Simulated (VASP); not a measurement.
A run of VASP 6.6.1:

File INCAR:

```
SYSTEM = Zr
PREC = Accurate
ENCUT = 520
EDIFF = 1E-6
ISMEAR = -1
SIGMA = 0.2
LREAL = .False.
LASPH = .True.
NELM = 60
ALGO = Normal
ISIF = 2
LWAVE = .False.
LCHARG = .True.
GGA = PE
LELF = .True.
LVHAR = .True.
NBANDS = 19
```

File KPOINTS:

```
Automatic mesh
0
Gamma
  11 11 6
  0 0 0
```

File POSCAR:

```
Zr
1.0
    3.2318821451      0.0000000000      0.0000000000
   -1.6159410725      2.7988920397      0.0000000000
    0.0000000000      0.0000000000      5.1741041053
Zr
2
Direct
    0.3333333333      0.6666666667      0.2500000000
    0.6666666667      0.3333333333      0.7500000000
```

Potentials or basis: VASP PAW PBE potentials, release 64 (Zr_sv).

Launch:

```console
$ cat potpaw_PBE.64/Zr_sv/POTCAR > POTCAR
$ mpirun -np 1 vasp_std > vasp.out
```

Hardware: 1 thread of AMD EPYC 7R13, on a shared host.

Q: Estimate the wall time of this run.

A: It took 100 s on 1 thread of AMD EPYC 7R13, with other jobs on the host, peak memory 0.16 GiB. Counts: scf iterations 11, k points 64.
